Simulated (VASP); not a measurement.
Input of a VASP 6.6.1 run:

INCAR

```
SYSTEM = YbAl3
PREC = Accurate
ENCUT = 520
EDIFF = 1E-7
ISMEAR = 1
SIGMA = 0.15
LREAL = .False.
LASPH = .True.
NELM = 60
ALGO = Normal
ISIF = 2
LWAVE = .False.
LCHARG = .False.
GGA = CA
NBANDS = 24
```

KPOINTS

```
regular mesh
0
Gamma
  6 6 6
  0 0 0
```

Contents of POSCAR:

```
YbAl3
1.0
    4.2921000000      0.0000000000      0.0000000000
    0.0000000000      4.2921000000      0.0000000000
    0.0000000000      0.0000000000      4.2921000000
Yb Al
1 3
Direct
    0.0000000000      0.0000000000      0.0000000000
    0.0000000000      0.5000000000      0.5000000000
    0.5000000000      0.5000000000      0.0000000000
    0.5000000000      0.0000000000      0.5000000000
```

Potentials or basis: VASP PAW PBE potentials, release 64 (Yb, Al).

Command:

```sh
$ cat potpaw_PBE.64/Yb/POTCAR potpaw_PBE.64/Al/POTCAR > POTCAR
$ mpirun -np 1 vasp_std > vasp.out
```

(1) What does it give for the pressure?

## Answers

(1) -6.9 GPa.

Caveat: the PAW data sets were made with another functional, which shifts forces and pressure a little.
